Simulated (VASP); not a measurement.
# InAs3 (P6/mmm) in VASP: further runs, part 2 of 2

VASP 6.6.1. The steps go on from the part before.

## 6. Relaxation of cell and atoms, PBE

The input, INCAR:

```
PREC = Accurate
ENCUT = 600
EDIFF = 1E-6
ISMEAR = 0
SIGMA = 0.1
LREAL = False
LASPH = True
NELM = 80
ALGO = Normal
ISIF = 3
LWAVE = False
LCHARG = False
GGA = PE
IBRION = 2
NSW = 100
EDIFFG = -0.01
```

The input, KPOINTS:

```
regular mesh
0
Gamma
  18 18 4
```

The input, POSCAR:

```
InAs3
1.0
    2.9944999868      0.0000000000      0.0000000000
   -1.4972499934      2.5933130602      0.0000000000
    0.0000000000      0.0000000000     11.1734064525
In As
1 3
Direct
    0.0000000000      0.0000000000      0.5000000000
    0.0000000000      0.0000000000      0.7608646755
    0.0000000000      0.0000000000      0.2391353245
    0.0000000000      0.0000000000      0.0000000000
```

Potentials or basis: VASP PAW PBE potentials, release 64 (In_d, As).

Started as:

```
$ cat potpaw_PBE.64/In_d/POTCAR potpaw_PBE.64/As/POTCAR > POTCAR
$ mpirun -np 1 vasp_std > vasp.out
```

OUTCAR:

```text
PREC = Accurate
   ENCUT = 600
   EDIFF = 1E-6
   ISMEAR = 0
   LREAL = False
   LASPH = True
   NELM = 80
   ISIF = 3
   GGA = PE
   IBRION = 2
   NSW = 100
   EDIFFG = -0.01

 ion  position               nearest neighbor table
   1  0.000  0.000  0.500-   2 2.91   3 2.91
   2  0.000  0.000  0.761-   4 2.67   1 2.91
   3  0.000  0.000  0.239-   4 2.67   1 2.91
   4  0.000  0.000  0.000-   2 2.67   3 2.67

  LATTYP: Found a hexagonal cell.
 ALAT       =     2.9944999868
 C/A-ratio  =     3.7313095681

  Lattice vectors:

 A1 = (   2.9944999868,   0.0000000000,   0.0000000000)
 A2 = (  -1.4972499934,   2.5933130602,   0.0000000000)
 A3 = (   0.0000000000,   0.0000000000,  11.1734064525)

Analysis of symmetry for initial positions (statically):
=====================================================================
 Subroutine PRICEL returns:
 Original cell was already a primitive cell.

 Routine SETGRP: Setting up the symmetry group for a
 hexagonal supercell.

 Subroutine GETGRP returns: Found 24 space group operations
 (whereof 24 operations were pure point group operations)
 out of a pool of 24 trial point group operations.

The static configuration has the point symmetry D_6h.

Analysis of symmetry for dynamics (positions and initial velocities):
=====================================================================
 Subroutine PRICEL returns:
 Original cell was already a primitive cell.

 Routine SETGRP: Setting up the symmetry group for a
 hexagonal supercell.

 Subroutine GETGRP returns: Found 24 space group operations
 (whereof 24 operations were pure point group operations)
 out of a pool of 24 trial point group operations.

The dynamic configuration has the point symmetry D_6h.

 Subroutine INISYM returns: Found 24 space group operations
 (whereof 24 operations are pure point group operations),
 and found     1 'primitive' translations
[... 125 lines left out ...]
   LHFCALC =     F    Hartree Fock is set to
   AEXX    =    0.0000 exact exchange contribution
   IVDW    =     0    specifies the selected vdW correction
   LEPSILON=     F    determine dielectric tensor
   LRPA    =     F    only Hartree local field effects (RPA)
 conjugate gradient relaxation of ions
 non-spin polarized calculation
 Gauss-broadening in eV      SIGMA  =   0.10
  energy-cutoff  :      600.00
  volume of cell :       86.77
 maximum number of plane-waves:      2940
 NGX is ok and might be reduce to    24
   NGX = 11   NGY = 11   NGZ = 45

--------------------------------------- Ionic step        1  -------------------------------------------

 number of electron      28.0000002 magnetization

 Free energy of the ion-electron system (eV)
  ---------------------------------------------------
  ext. energy  EPLUGINS =         0.00000000
  ---------------------------------------------------
  free energy    TOTEN  =       -15.59463089 eV

  energy without entropy =      -15.58328768  energy(sigma->0) =      -15.58895928

------------------------ aborting loop because EDIFF is reached ----------------------------------------

  FORCE on cell =-STRESS in cart. coord.  units (eV):
  Direction    XX          YY          ZZ          XY          YZ          ZX
  --------------------------------------------------------------------------------------
  -------------------------------------------------------------------------------------
  Total       -0.5134345     -0.5134345      1.1646945      0.0000000     -0.0000000      0.0000000
  in kB       -9.4804892     -9.4804892     21.5059063      0.0000000     -0.0000000      0.0000000
  external PRESSURE =       0.8483093 kB  Pullay stress =       0.0000000 kB
[... 215 lines left out ...]
--------------------------------------- Ionic step        7  -------------------------------------------

 number of electron      28.0000007 magnetization

 Free energy of the ion-electron system (eV)
  ---------------------------------------------------
  ext. energy  EPLUGINS =         0.00000000
  ---------------------------------------------------
  free energy    TOTEN  =       -15.61152709 eV

  energy without entropy =      -15.60359623  energy(sigma->0) =      -15.60756166

 E-fermi :   6.1952     XC(G=0): -10.3617

 val. band max:        6.1858730556   @ k =   0.2778   0.0000   0.0000
 cond. band min:       6.2274329356   @ k =   0.3333   0.3333   0.5000
 fundamental gap:      0.0415598801
 Fermi energy:         6.1952385645

 k-point     1 :       0.0000    0.0000    0.0000
  band No.  band energies     occupation
      1      -8.8778      2.00000
      2      -8.6531      2.00000
      3      -8.6531      2.00000
      4      -8.2022      2.00000
      5      -8.2022      2.00000
      6      -7.8878      2.00000
[... 481 lines left out ...]
      5      -8.0616      2.00000
      6      -4.4675      2.00000
[... 10 lines left out ...]
     17       7.9011      0.00000
     18       8.2255      0.00000

 [... further k-points ...]

------------------------ aborting loop because EDIFF is reached ----------------------------------------

  FORCE on cell =-STRESS in cart. coord.  units (eV):
  Direction    XX          YY          ZZ          XY          YZ          ZX
  --------------------------------------------------------------------------------------
  -------------------------------------------------------------------------------------
  Total       -0.0040521     -0.0040521     -0.0039778      0.0000000      0.0000000      0.0000000
  in kB       -0.0748006     -0.0748006     -0.0734298      0.0000000      0.0000000      0.0000000
  external PRESSURE =      -0.0743437 kB  Pullay stress =       0.0000000 kB
[... 19 lines left out ...]
  FREE ENERGIE OF THE ION-ELECTRON SYSTEM (eV)
  ---------------------------------------------------
  free  energy   TOTEN  =       -15.6115270851 eV

  energy  without entropy=      -15.6035962278  energy(sigma->0) =      -15.60756166

 reached required accuracy - stopping structural energy minimisation
```

Wall time 13 min (1 thread of Intel Xeon 8259CL, shared host); peak memory 0.39 GiB.

Results:

```
Free energy                           : -15.6115 eV
Relaxed volume                        : 21.70 Å³/atom
Relaxed cell                          : a = 2.978 Å, b = 2.978 Å, c = 11.299 Å, α = 90.00°, β = 90.00°, γ = 120.00°
Space group after relaxing (to 0.1 Å) : P6/mmm (No. 191)
Energy gained by relaxing             : 4.2 meV/atom
Ionic steps                           : 7
Pressure after relaxing               : 0.0 GPa
Largest force after relaxing          : 0.003 eV/Å
```

Forces on the atoms (eV/Å):
```
In   0.000  0.000  0.000
As   0.000  0.000  0.003
As   0.000  0.000 -0.003
As   0.000  0.000  0.000
```

The path:
| step | energy change (eV) | largest force (eV/Å) | pressure (GPa) | volume (Å³) |
| --- | --- | --- | --- | --- |
| 1 | 0.0000 | 0.1882 | 0.08 | 86.77 |
| 2 | -0.0131 | 0.1225 | 0.05 | 86.90 |
| 3 | -0.0131 | 0.1230 | 0.04 | 86.90 |
| 4 | -0.0146 | 0.0954 | -0.05 | 86.97 |
| 5 | -0.0165 | 0.0076 | -0.30 | 87.19 |
| 6 | -0.0166 | 0.0138 | 0.26 | 86.44 |
| 7 | -0.0169 | 0.0033 | -0.01 | 86.79 |

Final structure:
```cif
data_structure
_symmetry_space_group_name_H-M 'P 1'
_symmetry_Int_Tables_number 1
_cell_length_a 2.9783
_cell_length_b 2.9783
_cell_length_c 11.2986
_cell_angle_alpha 90.000
_cell_angle_beta 90.000
_cell_angle_gamma 120.000
_cell_volume 86.79
loop_
_atom_site_label
_atom_site_type_symbol
_atom_site_fract_x
_atom_site_fract_y
_atom_site_fract_z
_atom_site_occupancy
In1 In 0.00000 0.00000 0.50000 1
As1 As 0.00000 0.00000 0.75744 1
As2 As 0.00000 0.00000 0.24256 1
As3 As 0.00000 0.00000 0.00000 1
```

Caveat: the highest band is partly filled, so the run has too few bands; spin-orbit coupling is left out, which moves the levels of the heavy elements.

## 7. Summary

```csv
task,cell,k mesh,cutoff (eV),gap on the mesh (eV),pressure (GPa),relaxed volume (Å³/atom),largest force (eV/Å)
single point,"a = 2.994, b = 2.994, c = 11.173 Å, angles 90.0, 90.0, 120.0°, 4 atoms, atomic positions A",6 × 6 × 2,520,none,-0.1,-,0.01
single point,"a = 3.753, b = 3.753, c = 8.388 Å, angles 90.0, 90.0, 120.0°, 4 atoms, atomic positions B",6 × 6 × 2,520,none,42.1,-,18.97
relaxation of cell and atoms,"relaxed from a = 3.753, b = 3.753, c = 8.388 Å, angles 90.0, 90.0, 120.0°, 4 atoms, atomic positions B",6 × 6 × 2,600,none,-0.2,21.72,-
single point,"a = 2.978, b = 2.978, c = 11.293 Å, angles 90.0, 90.0, 120.0°, 4 atoms, atomic positions C",18 × 18 × 4,520,none,0.0,-,-
relaxation of cell and atoms,"relaxed from a = 2.994, b = 2.994, c = 11.173 Å, angles 90.0, 90.0, 120.0°, 4 atoms, atomic positions A",18 × 18 × 4,600,-,0.0,21.70,-
```

Alike in all rows: level PBE; potentials or basis VASP PAW PBE potentials, release 64 (In_d, As); no spin polarisation; smearing gaussian 0.1 eV.

Caveats: some runs use coarse meshes; spin-orbit coupling is left out, which moves the levels of the heavy elements; forces of over 1 eV/Å act on the atoms, so gaps and moduli don't describe the material at rest (at least some runs); the volume moved by over 15 % at a fixed basis, so the end points are rough (at least some runs); the highest band is partly filled, so the run has too few bands (at least some runs).

Total energies depend on the potentials used, so only differences within one code and one set of settings carry meaning.
